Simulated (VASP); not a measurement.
# Ca (P6_3/mmc) in VASP: notebook

Runs on Ca. Level: BLYP. Tasks: single point, relaxation of cell and atoms.

Program: VASP 6.6.1. These are calculated values, not measurements. Logs are shortened: lines on timing, memory, paths and dates and some standing lists are left out, and cuts for length are marked.

## 1. The cell of the first run

Symmetry: P6_3/mmc, No. 194, hexagonal system. The conventional cell has a = 4.024 Å, b = 4.024 Å, c = 6.603 Å, α = 90.00°, β = 90.00°, γ = 120.00°. Within 5.3 Å of Ca (site symmetry -6m2) lie 12 Ca at 4.02 to 4.04 Å.

## 2. Single point, BLYP (volume scaled by 1.08)

INCAR reads:

```
SYSTEM = Ca
PREC = Accurate
ENCUT = 520
EDIFF = 1E-6
ISMEAR = -1
SIGMA = 0.1
LREAL = .FALSE.
LASPH = .TRUE.
NELM = 100
ALGO = Normal
ISIF = 2
LWAVE = .FALSE.
LCHARG = .FALSE.
GGA = B5
ALDAX = 1.0
AGGAX = 1.0
AGGAC = 1.0
ALDAC = 0.0
NBANDS = 17
```

KPOINTS reads:

```
regular mesh
0
G
  11 11 6
  0 0 0
```

POSCAR reads:

```
Ca
1.0
    4.0240204956      0.0000000000      0.0000000000
   -2.0120102478      3.4849039745      0.0000000000
    0.0000000000      0.0000000000      6.6030245283
Ca
2
Direct
    0.3333333333      0.6666666667      0.2500000000
    0.6666666667      0.3333333333      0.7500000000
```

Potentials or basis: VASP PAW PBE potentials, release 64 (Ca_sv).

Started as:

```sh
> cat potpaw_PBE.64/Ca_sv/POTCAR > POTCAR
> mpirun -np 1 vasp_std > vasp.out
```

OUTCAR:

```text
SYSTEM = Ca
   PREC = Accurate
   ENCUT = 520
   EDIFF = 1E-6
   ISMEAR = -1
   LREAL = .FALSE.
   LASPH = .TRUE.
   NELM = 100
   ISIF = 2
   GGA = B5

 ion  position               nearest neighbor table
   1  0.333  0.667  0.250-
   2  0.667  0.333  0.750-

  LATTYP: Found a hexagonal cell.
 ALAT       =     4.0240204956
 C/A-ratio  =     1.6409023104

  Lattice vectors:

 A1 = (   4.0240204956,   0.0000000000,   0.0000000000)
 A2 = (  -2.0120102478,   3.4849039745,   0.0000000000)
 A3 = (   0.0000000000,   0.0000000000,   6.6030245283)

Analysis of symmetry for initial positions (statically):
=====================================================================
 Subroutine PRICEL returns:
 Original cell was already a primitive cell.

 Routine SETGRP: Setting up the symmetry group for a
 hexagonal supercell.

 Subroutine GETGRP returns: Found 24 space group operations
 (whereof 12 operations were pure point group operations)
 out of a pool of 24 trial point group operations.

The static configuration has the point symmetry D_3d.
 The point group associated with its full space group is D_6h.

Analysis of symmetry for dynamics (positions and initial velocities):
=====================================================================
 Subroutine PRICEL returns:
 Original cell was already a primitive cell.

 Routine SETGRP: Setting up the symmetry group for a
 hexagonal supercell.

 Subroutine GETGRP returns: Found 24 space group operations
 (whereof 12 operations were pure point group operations)
 out of a pool of 24 trial point group operations.

The dynamic configuration has the point symmetry D_3d.
 The point group associated with its full space group is D_6h.

 Subroutine INISYM returns: Found 24 space group operations
 (whereof 12 operations are pure point group operations),
 and found     1 'primitive' translations

----------------------------------------------------------------------------------------

                                     Primitive cell

  volume of cell :      92.5964

  direct lattice vectors                    reciprocal lattice vectors
     4.024020496  0.000000000  0.000000000     0.248507681  0.143475976  0.000000000
    -2.012010248  3.484903974  0.000000000     0.000000000  0.286951953  0.000000000
     0.000000000  0.000000000  6.603024528     0.000000000  0.000000000  0.151445750

  length of vectors
     4.024020496  4.024020496  6.603024528     0.286951953  0.286951953  0.151445750

  position of ions in fractional coordinates (direct lattice)
     0.333333333  0.666666667  0.250000000
     0.666666667  0.333333333  0.750000000

  ion indices of the primitive-cell ions
   primitive index   ion index
                 1           1
                 2           2

----------------------------------------------------------------------------------------

 KPOINTS: regular mesh

Automatic generation of k-mesh.
 Grid dimensions read from file:
 generate k-points for:   11   11    6

 Generating k-lattice:

  Cartesian coordinates                     Fractional coordinates (reciprocal lattice)
     0.022591607  0.013043271  0.000000000     0.090909091  0.000000000  0.000000000
     0.000000000  0.026086541  0.000000000     0.000000000  0.090909091  0.000000000
     0.000000000  0.000000000  0.025240958     0.000000000  0.000000000  0.166666667

  Length of vectors
     0.026086541  0.026086541  0.025240958

  Shift w.r.t. Gamma in fractional coordinates (k-lattice)
     0.000000000  0.000000000  0.000000000

 Subroutine IBZKPT returns following result:
 ===========================================

 Found     64 irreducible k-points:

 Following reciprocal coordinates:
            Coordinates               Weight
  0.000000  0.000000  0.000000      1.000000
  0.090909  0.000000  0.000000      6.000000
  0.181818  0.000000  0.000000      6.000000
  0.272727  0.000000  0.000000      6.000000
  0.363636  0.000000  0.000000      6.000000
  0.454545 -0.000000  0.000000      6.000000
[... 16 lines left out ...]
  0.090909  0.090909  0.166667     12.000000
  0.181818  0.090909  0.166667     24.000000
 [... further k-points ...]
   k-points           NKPTS =     64   k-points in BZ     NKDIM =     64   number of bands    NBANDS=     17
   number of dos      NEDOS =    301   number of ions     NIONS =      2
   total plane-waves  NPLWV =  45000
   dimension x,y,z NGX =    30 NGY =   30 NGZ =   50
   dimension x,y,z NGXF=    60 NGYF=   60 NGZF=  100
   ions per type =               2
   NGX,Y,Z   is equivalent  to a cutoff of  12.39, 12.39, 12.59 a.u.
   NGXF,Y,Z  is equivalent  to a cutoff of  24.79, 24.79, 25.18 a.u.
 SYSTEM =  Ca
   PREC   = accura    normal or accurate (medium, high low for compatibility)
   ISTART =      0    job   : 0-new  1-cont  2-samecut
   ICHARG =      2    charge: 1-file 2-atom 10-const
   ISPIN  =      1    spin polarized calculation?
   LNONCOLLINEAR =      F non collinear calculations
   LSORBIT =      F    spin-orbit coupling
   LASPH  =      T    aspherical Exc in radial PAW
   ENCUT  =  520.0 eV  38.22 Ry    6.18 a.u.   7.48  7.48 12.28*2*pi/ulx,y,z
   NELM   =    100;   NELMIN=  2; NELMDL= -5     # of ELM steps
   EDIFF  = 0.1E-05   stopping-criterion for ELM
   LREAL  =      F    real-space projection
   EDIFFG = 0.1E-04   stopping-criterion for IOM
   NSW    =      0    number of steps for IOM
   IBRION =     -1    ionic relax: 0-MD 1-quasi-New 2-CG
   NFREE  =      0    steps in history (QN), initial steepest desc. (CG)
   ISIF   =      2    stress and relaxation
   ISYM   =      2    0-nonsym 1-usesym 2-fastsym
   POTIM  = 0.5000    time-step for ionic-motion
   TEBEG  =    0.0;   TEEND  =   0.0 temperature during run
   PSTRESS=    0.0 pullay stress
   NELECT =      20.0000    total number of electrons
   NUPDOWN=      -1.0000    fix difference up-down
   EMIN   =  10.00;   EMAX   =-10.00  energy-range for DOS
   EFERMI =   0.00;   METHOD = LEGACY
   ISMEAR =    -1;   SIGMA  =   0.10  broadening in eV -4-tet -1-fermi 0-gaus
   EFERMI_NEDOS =   21; number of points for ismear=-14 and -15
   IALGO  =     38    algorithm
   IMIX   =      4    mixing-type and parameters
     AMIX     =   0.40;   BMIX     =  1.00
     AMIX_MAG =   1.60;   BMIX_MAG =  1.00
  volume/ion in A,a.u.               =      46.30       312.44
  Fermi-wavevector in a.u.,A,eV,Ry     =   0.982246  1.856175 13.126994  0.964807
  Thomas-Fermi vector in A             =   2.113314
   LORBIT       =      0    0 simple, 1 ext, 2 COOP (PROOUT), +10 PAW based schemes
   GGA     = B5    functional components
   LHFCALC =     F    Hartree Fock is set to
   AEXX    =    0.0000 exact exchange contribution
   IVDW    =     0    specifies the selected vdW correction
   LEPSILON=     F    determine dielectric tensor
   LRPA    =     F    only Hartree local field effects (RPA)
 non-spin polarized calculation
  energy-cutoff  :      520.00
  volume of cell :       92.60
 maximum number of plane-waves:      2539
 NGX is ok and might be reduce to    30
   NGX = 15   NGY = 15   NGZ = 25

 number of electron      20.0000002 magnetization

 Free energy of the ion-electron system (eV)
  ---------------------------------------------------
  ext. energy  EPLUGINS =         0.00000000
  ---------------------------------------------------
  free energy    TOTEN  =        -2.49916177 eV

  energy without entropy =       -2.40824007  energy(sigma->0) =       -2.45370092

 E-fermi :   2.0674     XC(G=0):  -7.0221

 val. band max:        2.0670129475   @ k =   0.3636   0.0909   0.0000
 cond. band min:       2.1130363415   @ k =   0.1818   0.1818   0.0000
 fundamental gap:      0.0460233940
 Fermi energy:         2.0673610448

 k-point     1 :       0.0000    0.0000    0.0000
  band No.  band energies     occupation
      1     -40.1695      2.00000
      2     -40.1609      2.00000
      3     -21.3109      2.00000
      4     -21.2323      2.00000
      5     -21.2323      2.00000
      6     -21.2187      2.00000
[... 9 lines left out ...]
     16       4.3100      0.00000
     17       4.6517      0.00000

 k-point     2 :       0.0909    0.0000    0.0000
  band No.  band energies     occupation
      1     -40.1689      2.00000
      2     -40.1605      2.00000
      3     -21.3084      2.00000
      4     -21.2383      2.00000
      5     -21.2342      2.00000
      6     -21.2249      2.00000
[... 9 lines left out ...]
     16       4.3897      0.00000
     17       4.5342      0.00000

 k-point     3 :       0.1818    0.0000    0.0000
  band No.  band energies     occupation
      1     -40.1672      2.00000
      2     -40.1597      2.00000
      3     -21.3012      2.00000
      4     -21.2543      2.00000
      5     -21.2413      2.00000
      6     -21.2392      2.00000
[... 9 lines left out ...]
     16       4.3970      0.00000
     17       4.4089      0.00000

 k-point     4 :       0.2727    0.0000    0.0000
  band No.  band energies     occupation
      1     -40.1648      2.00000
      2     -40.1587      2.00000
      3     -21.2907      2.00000
      4     -21.2755      2.00000
      5     -21.2624      2.00000
      6     -21.2455      2.00000
[... 9 lines left out ...]
     16       4.6671      0.00000
     17       4.7489      0.00000
[... 343 lines left out ...]
      1     -40.1606      2.00000
      2     -40.1579      2.00000
      3     -21.3097      2.00000
      4     -21.2963      2.00000
      5     -21.2637      2.00000
      6     -21.2531      2.00000
[... 9 lines left out ...]
     16       5.3661      0.00000
     17       5.4770      0.00000

 k-point    23 :       0.0909    0.0909    0.1667
  band No.  band energies     occupation
      1     -40.1672      2.00000
      2     -40.1605      2.00000
      3     -21.2985      2.00000
      4     -21.2466      2.00000
      5     -21.2418      2.00000
      6     -21.2347      2.00000
[... 9 lines left out ...]
     16       4.4179      0.00000
     17       4.6536      0.00000

 k-point    24 :       0.1818    0.0909    0.1667
  band No.  band energies     occupation
      1     -40.1652      2.00000
      2     -40.1595      2.00000
      3     -21.2926      2.00000
      4     -21.2624      2.00000
      5     -21.2586      2.00000
      6     -21.2419      2.00000
[... 9 lines left out ...]
     16       4.5423      0.00000
     17       4.7183      0.00000

 [... further k-points ...]

------------------------ aborting loop because EDIFF is reached ----------------------------------------

  FORCE on cell =-STRESS in cart. coord.  units (eV):
  Direction    XX          YY          ZZ          XY          YZ          ZX
  --------------------------------------------------------------------------------------
  -------------------------------------------------------------------------------------
  Total       -0.5920967     -0.5920967     -0.6513688      0.0000000     -0.0000000      0.0000000
  in kB      -10.2449369    -10.2449369    -11.2705114      0.0000000     -0.0000000      0.0000000
  external PRESSURE =     -10.5867951 kB  Pullay stress =       0.0000000 kB

 VOLUME and BASIS-vectors are now :
 -----------------------------------------------------------------------------
  energy-cutoff  :      520.00
  volume of cell :       92.60
      direct lattice vectors                 reciprocal lattice vectors
     4.024020496  0.000000000  0.000000000     0.248507681  0.143475976  0.000000000
    -2.012010248  3.484903974  0.000000000     0.000000000  0.286951953  0.000000000
     0.000000000  0.000000000  6.603024528     0.000000000  0.000000000  0.151445750

 POSITION                                       TOTAL-FORCE (eV/Angst)
 -----------------------------------------------------------------------------------
     -0.00000      2.32327      1.65076        -0.000000      0.000000      0.000000
      2.01201      1.16163      4.95227         0.000000      0.000000      0.000000
 -----------------------------------------------------------------------------------
    total drift:                                0.000000     -0.000000      0.000000

  FREE ENERGIE OF THE ION-ELECTRON SYSTEM (eV)
  ---------------------------------------------------
  free  energy   TOTEN  =        -2.4991617699 eV

  energy  without entropy=       -2.4082400704  energy(sigma->0) =       -2.45370092
```

Run time: 89 s. Hardware: 1 thread of Intel Xeon 6975P-C, shared host; peak memory 0.25 GiB.

Results:

```yaml
Free_energy: -2.4992 eV
Pressure: -1.1 GPa
Band_gap_on_the_k_mesh: zero (band 10 reaches 2.26 eV, above the bottom of band 11 at 1.91 eV)
```

Stress tensor (GPa, compression positive):
```
-1.02  0.00  0.00
 0.00 -1.02  0.00
 0.00  0.00 -1.13
```

Levels at points of the mesh, in eV from the Fermi level:
| k point | band 7 | band 8 | band 9 | band 10 | band 11 | band 12 | band 13 | band 14 |
| --- | --- | --- | --- | --- | --- | --- | --- | --- |
| (0.00, 0.00, 0.00) | -23.29 | -23.28 | -3.85 | -1.04 | -0.16 | 1.96 | 1.99 | 1.99 |
| (0.00, 0.00, 0.50) | -23.29 | -23.29 | -2.90 | -2.90 | 1.23 | 1.23 | 1.97 | 1.97 |

Caveat: the cell differs from its parent crystal (volume scaled by 1.08); the PAW data sets were made with another functional, which shifts forces and pressure a little.

## 3. Single point, BLYP (volume scaled by 1.12)

INCAR reads:

```
SYSTEM = Ca
PREC     = Accurate       ! precision mode
ENCUT    = 520            ! plane-wave cutoff, eV
EDIFF    = 1E-6           ! SCF threshold, eV
ISMEAR   = -1             ! smearing method
SIGMA    = 0.1            ! smearing width, eV
LREAL    = .FALSE.        ! projectors in reciprocal space
LASPH    = .TRUE.         ! aspherical terms in the spheres
NELM     = 80             ! most SCF steps
ALGO     = Normal         ! electronic algorithm
ISIF     = 2              ! what is computed and relaxed
LWAVE    = .FALSE.        ! write WAVECAR
LCHARG   = .FALSE.        ! write CHGCAR
GGA      = B5             ! functional
ALDAX    = 1.0          
AGGAX    = 1.0          
AGGAC    = 1.0          
ALDAC    = 0.0          
NBANDS   = 17             ! bands
```

KPOINTS is that of step 2.

POSCAR reads:

```
Ca
1.0
    4.0730987532      0.0000000000      0.0000000000
   -2.0365493766      3.5274069924      0.0000000000
    0.0000000000      0.0000000000      6.6835571545
Ca
2
Direct
    0.3333333333      0.6666666667      0.2500000000
    0.6666666667      0.3333333333      0.7500000000
```

Potentials or basis: VASP PAW PBE potentials, release 64 (Ca_sv).

Started as:

```sh
> cat potpaw_PBE.64/Ca_sv/POTCAR > POTCAR
> mpirun -np 1 vasp_std > vasp.out
```

It took 94 s on 1 thread of Intel Xeon 6975P-C, shared host; peak memory 0.25 GiB.

It converged, with:

- Free energy: -2.4726 eV
- Pressure: -1.5 GPa
- Band gap on the k mesh: zero (band 10 reaches 2.14 eV, above the bottom of band 11 at 1.76 eV)

Stress tensor (GPa, compression positive):
```
-1.43  0.00  0.00
 0.00 -1.43  0.00
 0.00  0.00 -1.55
```

Levels at points of the mesh, in eV from the Fermi level:
| k point | band 6 | band 7 | band 8 | band 9 | band 10 | band 11 | band 12 | band 13 | band 14 | band 15 |
| --- | --- | --- | --- | --- | --- | --- | --- | --- | --- | --- |
| (0.00, 0.00, 0.00) | -23.37 | -23.37 | -23.37 | -3.78 | -1.03 | -0.17 | 1.91 | 1.94 | 1.94 | 2.18 |
| (0.00, 0.00, 0.50) | -23.37 | -23.37 | -23.37 | -2.86 | -2.86 | 1.20 | 1.20 | 1.92 | 1.92 | 1.92 |

Caveat: the cell differs from its parent crystal (volume scaled by 1.12); the PAW data sets were made with another functional, which shifts forces and pressure a little.

## 4. Relaxation of cell and atoms, BLYP

This run uses another cell than the first one, of 43.63 Å³/atom, 0.942 times its volume.

INCAR reads:

```
PREC = Accurate
ENCUT = 600
EDIFF = 1E-6
ISMEAR = -1
SIGMA = 0.1
LREAL = False
LASPH = True
NELM = 60
ALGO = Normal
ISIF = 3
LWAVE = False
LCHARG = False
GGA = B5
ALDAX = 1.0
AGGAX = 1.0
AGGAC = 1.0
ALDAC = 0.0
IBRION = 2
NSW = 80
EDIFFG = -0.01
```

KPOINTS reads:

```
regular mesh
0
Gamma
  9 9 5
```

POSCAR reads:

```
Ca
1.0
    3.9515900202      0.0000000000      0.0000000000
   -1.9757950101      3.4221773429      0.0000000000
    0.0000000000      0.0000000000      6.4529465031
Ca
2
Direct
    0.3333333333      0.6666666667      0.2500000000
    0.6666666667      0.3333333333      0.7500000000
```

Started as:

```sh
> cat potpaw_PBE.64/Ca_sv/POTCAR > POTCAR
> mpirun -np 1 vasp_std > vasp.out
```

Run time: 3.4 min. Hardware: 1 thread of Intel Xeon 6975P-C, shared host; peak memory 0.25 GiB.

The run converged. Its results:

```
Free energy                            : -2.5200 eV
Relaxed volume                         : 42.93 Å³/atom
Relaxed cell                           : a = 3.923 Å, b = 3.923 Å, c = 6.442 Å, α = 90.00°, β = 90.00°, γ = 120.00°
Space group after relaxing (to 0.05 Å) : P6_3/mmc (No. 194)
Energy gained by relaxing              : 0.5 meV/atom
Ionic steps                            : 7
Pressure after relaxing                : 0.0 GPa
Band gap on the k mesh                 : zero (band 10 reaches 2.54 eV, above the bottom of band 11 at 2.21 eV)
```

Step by step:
```csv
step,energy change (eV),largest force (eV/Å),pressure (GPa),volume (Å³)
1,0.0000,0.0000,-0.24,87.26
2,-0.0009,0.0000,-0.09,86.44
3,-0.0010,0.0000,0.01,85.91
4,-0.0010,0.0000,0.01,85.89
5,-0.0010,0.0000,0.02,85.83
6,-0.0010,0.0000,0.01,85.84
7,-0.0011,0.0000,0.01,85.86
```

Final structure:
```
CELL_PARAMETERS angstrom
3.92300 0.00000 0.00000
-1.96150 3.39742 0.00000
0.00000 0.00000 6.44199
ATOMIC_POSITIONS crystal
Ca 0.33333 0.66667 0.25000
Ca 0.66667 0.33333 0.75000
```

Levels at points of the mesh, in eV from the Fermi level:
```
           k point  band 7  band 8  band 9  band 10  band 11  band 12  band 13  band 14
(0.00, 0.00, 0.00)  -23.11  -23.10   -3.98    -1.06    -0.12     2.06     2.09     2.09
```

Caveat: the PAW data sets were made with another functional, which shifts forces and pressure a little.

## 5. Summary

```tsv
task	cell	k mesh	cutoff (eV)	gap on the mesh (eV)	pressure (GPa)
single point	a = 4.024, b = 4.024, c = 6.603 Å, angles 90.0, 90.0, 120.0°, 2 atoms	11 × 11 × 6	520	none	-1.1
single point	a = 4.073, b = 4.073, c = 6.684 Å, angles 90.0, 90.0, 120.0°, 2 atoms	11 × 11 × 6	520	none	-1.5
relaxation of cell and atoms	relaxed from a = 3.952, b = 3.952, c = 6.453 Å, angles 90.0, 90.0, 120.0°, 2 atoms	9 × 9 × 5	600	none	0.0
```

Alike in all rows: level BLYP; potentials or basis VASP PAW PBE potentials, release 64 (Ca_sv); no spin polarisation; smearing fermi-dirac 0.1 eV.

Caveats: the PAW data sets were made with another functional, which shifts forces and pressure a little.

Total energies depend on the potentials used, so only differences within one code and one set of settings carry meaning.
